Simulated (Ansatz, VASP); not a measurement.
# PtSe in VASP and in Ansatz

Contents of INCAR:

```
SYSTEM = PtSe
PREC     = Accurate       ! precision mode
ENCUT    = 500            ! plane-wave cutoff, eV
EDIFF    = 1E-6           ! SCF threshold, eV
ISMEAR   = -1             ! smearing method
SIGMA    = 0.05           ! smearing width, eV
LREAL    = .False.        ! projectors in reciprocal space
LASPH    = .True.         ! aspherical terms in the spheres
NELM     = 120            ! most SCF steps
ALGO     = Normal         ! electronic algorithm
ISIF     = 2              ! what is computed and relaxed
LWAVE    = .False.        ! write WAVECAR
LCHARG   = .False.        ! write CHGCAR
GGA      = PE             ! functional
NBANDS   = 15             ! bands
GGA_COMPAT= .False.
```

KPOINTS

```
regular mesh
0
Gamma
  8 8 8
  0 0 0
```

File POSCAR:

```
PtSe
1.0
    0.0000000000      2.7796292813      2.7796292813
    2.7796292813      0.0000000000      2.7796292813
    2.7796292813      2.7796292813      0.0000000000
Pt Se
1 1
Direct
    0.5000000000      0.5000000000      0.5000000000
    0.0000000000      0.0000000000      0.0000000000
```

Contents of input.yaml:

```yaml
crystal:
  lattice:
    - [0.0, 2.7796292813, 2.7796292813]
    - [2.7796292813, 0.0, 2.7796292813]
    - [2.7796292813, 2.7796292813, 0.0]
  atoms:
    - { symbol: Pt, position: [0.5, 0.5, 0.5] }
    - { symbol: Se, position: [0.0, 0.0, 0.0] }
hamiltonian:
  xc: pbe
  pseudopotentials: { kind: paw, azcp: { folder: soft_1 } }
kpoints:
  mp_grid: { grid: [8, 8, 8] }
scf:
  occupations: { method: fermi_dirac, width: 0.05 }
output:
  forces: true
  stress: true
  eigenvalues: true
  write_density: true
  write_potential: true
  elf: true
  volumetric_format: npy
```

Alike in both runs: task single point; functional PBE; k mesh 8 × 8 × 8; occupations fermi-dirac, width 0.05 eV; no spin polarisation.

```csv
,VASP,Ansatz
version,VASP 6.6.1,Ansatz 0.2.0
potentials or method,"VASP PAW PBE potentials, release 64 (Pt, Se)",Ansatz PAW soft_1
plane-wave cutoff (eV),500,420
valence electrons in the cell,16,34
```

|  | VASP | Ansatz | Ansatz less VASP |
| --- | --- | --- | --- |
| gap on the k mesh at the Fermi level (eV) | none | none | - |
| pressure (GPa) | -13.5 | -13.5 | +0.07 |

A gap of «none» marks a metal or a gap that the smearing closes. VASP's potentials hold 16 valence electrons a cell and Ansatz's 34, so a difference there can come from the potentials and not from the codes.

Spin-orbit coupling is off throughout.
